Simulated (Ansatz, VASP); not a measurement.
# Two plane-wave programs on KF

```
K F
1.0
    -0.05922    2.75166    2.75166
     2.75166   -0.05922    2.75166
     2.75166    2.75166   -0.05922
K F
1 1
Direct
  0.00000 0.00000 0.00000
  0.50000 0.50000 0.50000
```

Alike in both runs: task single point; functional PBE; k mesh 8 × 8 × 8; occupations gaussian, width 0.05 eV; no spin polarisation.

|  | VASP | Ansatz |
| --- | --- | --- |
| version | VASP 6.6.1 | Ansatz 0.2.0 |
| potentials or method | VASP PAW PBE potentials, release 64 (K_sv, F), cutoff 520 eV | scalar-relativistic, plane waves, PAW |
| valence electrons in the cell | 16 | 16 |

|  | VASP | Ansatz | Ansatz less VASP |
| --- | --- | --- | --- |
| gap on the k mesh at the Fermi level (eV) | 5.55 | 5.57 | +0.014 |
| least direct gap on the mesh (eV) | 5.55 | 5.57 | +0.014 |
| pressure (GPa) | -1.9 | -1.9 | +0.03 |
| traceless stress, the component that is largest in VASP (GPa) | 0.28 | 0.28 | +0.002 |
